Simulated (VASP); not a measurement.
# SrTiO3: single point with PBEsol

Crystal: SrTiO3.

```
Sr Ti O
1.0
    -2.74368    2.74368    3.90432
     2.74368   -2.74368    3.90432
     2.74368    2.74368   -3.90432
Sr Ti O
2 2 6
Direct
  0.75000 0.25000 0.50000
  0.25000 0.75000 0.50000
  0.00000 0.00000 0.00000
  0.50000 0.50000 0.00000
  0.77460 0.27460 0.04920
  0.27460 0.22540 0.50000
  0.72540 0.77460 0.50000
  0.22540 0.72540 0.95080
  0.75000 0.75000 0.00000
  0.25000 0.25000 0.00000
```

| Item | Value |
| --- | --- |
| Program | VASP 6.6.1 |
| Task | single point |
| Functional | PBEsol |
| Potentials or basis | VASP PAW PBE potentials, release 64 (Sr_sv, Ti_sv, O) |
| Cutoff | 520 eV |
| k mesh | 6 × 6 × 6 |
| Occupations | fermi-dirac, width 0.02 eV |
| Spin | no spin polarisation |
| Dipole correction | no |
| Further INCAR settings | ALGO = Normal; EDIFF = 1e-07; NBANDS = 51 |

- Pressure: 0.7 GPa
- Largest force: 0.006 eV/Å
- Band gap on the k mesh: 1.94 eV, indirect (least direct gap 1.95 eV)

Forces on the atoms (eV/Å):
```
Sr   0.000  0.000  0.000
Sr   0.000  0.000  0.000
Ti   0.000  0.000  0.000
Ti   0.000  0.000  0.000
O   -0.004 -0.004  0.000
O    0.004 -0.004  0.000
O   -0.004  0.004  0.000
O    0.004  0.004  0.000
O    0.000  0.000  0.000
O    0.000  0.000  0.000
```

Levels at points of the mesh, in eV from the valence-band top:
| k point | band 37 | band 38 | band 39 | band 40 | band 41 | band 42 | band 43 | band 44 |
| --- | --- | --- | --- | --- | --- | --- | --- | --- |
| (0.00, 0.00, 0.00) | -0.28 | -0.15 | -0.01 | -0.01 | 1.94 | 1.94 | 1.96 | 4.19 |
| (0.50, 0.00, 0.00) | -0.75 | -0.75 | -0.58 | -0.58 | 3.43 | 3.43 | 3.47 | 3.47 |
| (0.50, 0.50, 0.00) | -1.40 | -0.67 | -0.66 | -0.04 | 2.08 | 3.81 | 3.83 | 3.84 |
| (0.50, 0.50, 0.50) | -1.48 | -0.61 | -0.61 | -0.07 | 2.12 | 3.76 | 3.76 | 3.99 |

Wall time 2 min on 1 thread of Intel(R) Xeon(R) 6975P-C (Granite Rapids) (shared host), peak memory 0.35 GiB.

Caveat: the PAW data sets were made with another functional, which shifts forces and pressure a little. A k mesh can miss the band edges.
